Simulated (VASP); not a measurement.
Set up this calculation in VASP 6.6.1, as the native input.

- Task: single point
- Functional: LDA
- Potentials or basis: VASP PAW LDA potentials, release 64 (C)
- Cutoff: 520 eV
- k mesh: 12 × 12 × 2
- Occupations: gaussian, width 0.05 eV
- Spin: no spin polarisation
- Dipole correction: no
- Further INCAR settings: ALGO = Normal; EDIFF = 1e-06; NBANDS = 36

The structure of C lies in POSCAR:

```
C
1.0
    2.3177000000      0.0000000000      0.0000000000
   -1.1588500000      2.0071870784      0.0000000000
    0.0000000000      0.0000000000     12.4967000000
C
12
Direct
    0.0000000000      0.0000000000      0.1868599868
    0.0000000000      0.0000000000      0.6868599868
    0.0000000000      0.0000000000      0.3131400132
    0.0000000000      0.0000000000      0.8131400132
    0.3333333333      0.6666666667      0.5207718743
    0.6666666667      0.3333333333      0.0207718743
    0.3333333333      0.6666666667      0.9792281257
    0.6666666667      0.3333333333      0.4792281257
    0.3333333333      0.6666666667      0.6450609412
    0.6666666667      0.3333333333      0.1450609412
    0.3333333333      0.6666666667      0.8549390588
    0.6666666667      0.3333333333      0.3549390588
```

One way to write it, as run:

INCAR

```
SYSTEM = C
ALGO = Normal
EDIFF = 1E-6
ENCUT = 520
GGA = CA
ISIF = 2
ISMEAR = 0
LASPH = .True.
LCHARG = .False.
LREAL = .False.
LWAVE = .False.
NBANDS = 36
NELM = 80
PREC = Accurate
SIGMA = 0.05
```

KPOINTS

```
k-points
0
Gamma
  12 12 2
  0 0 0
```

Potentials or basis: VASP PAW LDA potentials, release 64 (C).

The run is started by

```bash
$ cat potpaw_LDA.64/C/POTCAR > POTCAR
$ mpirun -np 1 vasp_std > vasp.out
```

Results of the run:

* Pressure: 83.8 GPa
* Largest force: 0.815 eV/Å
* Band gap on the k mesh: 3.27 eV, direct

Wall time 2 min on 1 thread of AMD EPYC 7R13 Processor (Zen 3) (shared host), peak memory 0.14 GiB.
